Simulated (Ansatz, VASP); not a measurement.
**Two plane-wave programs on ZrN**

The input INCAR:

```
SYSTEM = ZrN
ALGO = Normal
EDIFF = 1E-6
ENCUT = 600
GGA_COMPAT = .False.
ISIF = 2
ISMEAR = 1
LASPH = .True.
LCHARG = .False.
LREAL = .False.
LWAVE = .False.
NBANDS = 16
NELM = 120
PREC = Accurate
SIGMA = 0.15
```

KPOINTS

```
k-points
0
Gamma
  8 8 8
  0 0 0
```

POSCAR

```
ZrN
1.0
    0.0000000000      2.3000000000      2.3000000000
    2.3000000000      0.0000000000      2.3000000000
    2.3000000000      2.3000000000      0.0000000000
Zr N
1 1
Direct
    0.5000000000      0.5000000000      0.5000000000
    0.0000000000      0.0000000000      0.0000000000
```

Input for Ansatz:

```yaml
crystal:
  lattice:
    - [0.0, 2.3, 2.3]
    - [2.3, 0.0, 2.3]
    - [2.3, 2.3, 0.0]
  atoms:
    - { symbol: Zr, position: [0.5, 0.5, 0.5] }
    - { symbol: "N", position: [0.0, 0.0, 0.0] }
basis:
  ecutwfc: 420.0
kpoints:
  mp_grid:
    grid: [8, 8, 8]
hamiltonian:
  xc: lda
scf:
  occupations:
    method: cold
    width: 0.15
output:
  stress: true
```

Alike in both runs: task single point; functional LDA; k mesh 8 × 8 × 8; no spin polarisation.

|  | VASP | Ansatz |
| --- | --- | --- |
| version | VASP 6.6.1 | Ansatz 0.2.0 |
| potentials or method | VASP PAW LDA potentials, release 64 (Zr_sv, N), cutoff 600 eV | plane waves, PAW |
| occupations | methfessel-paxton of order 1, width 0.15 eV | cold, width 0.15 eV |
| valence electrons in the cell | 17 | 17 |

```csv
,VASP,Ansatz,Ansatz less VASP
pressure (GPa),-11.8,-12.4,-0.62
```

LDA's correlation is that of Perdew and Zunger in VASP and of Perdew and Wang (1992) in Ansatz.
